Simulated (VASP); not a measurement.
Input of a VASP 6.6.1 run:

File INCAR:

```
PREC     = Accurate       # precision mode
ENCUT    = 520            # plane-wave cutoff, eV
EDIFF    = 1E-6           # SCF threshold, eV
ISMEAR   = 0              # smearing method
SIGMA    = 0.05           # smearing width, eV
LREAL    = False          # projectors in reciprocal space
LASPH    = True           # aspherical terms in the spheres
NELM     = 60             # most SCF steps
ALGO     = Normal         # electronic algorithm
ISIF     = 2              # what is computed and relaxed
LWAVE    = False          # write WAVECAR
LCHARG   = False          # write CHGCAR
NBANDS   = 28             # bands
```

KPOINTS

```
Automatic mesh
0
Gamma
  6 6 4
```

File POSCAR:

```
SnSe
1.0
    4.2853274191      0.0000000000      0.0000000000
    0.0000000000      4.2853274191      0.0000000000
    0.0000000000      0.0000000000     10.9906921300
Sn Se
2 2
Direct
    0.5000000000      0.0000000000      0.3722291100
    0.0000000000      0.5000000000      0.6277708900
    0.5296743146      0.0296743146      0.6153432475
    0.0000000000      0.5000000000      0.3839605100
```

Potentials or basis: VASP PAW LDA potentials, release 64 (Sn_d, Se).

The run is started by

```console
$ cat potpaw_LDA.64/Sn_d/POTCAR potpaw_LDA.64/Se/POTCAR > POTCAR
$ mpirun -np 1 vasp_std > vasp.out
```

Question: Predict the largest force.

Answer: 0.267 eV/Å.

Question: Predict the band gap on the k mesh.

Answer: 1.47 eV.

Forces on the atoms (eV/Å):
```
Sn  -0.039 -0.039  0.170
Sn   0.020  0.020 -0.203
Se  -0.170 -0.170  0.035
Se   0.189  0.189 -0.002
```

Caveat: the cell differs from its parent crystal (atom 3 (Se) moved -0.180 Å towards its neighbour atom 2 (Sn) at 3.033 Å); spin-orbit coupling is left out, which moves the levels of the heavy elements.
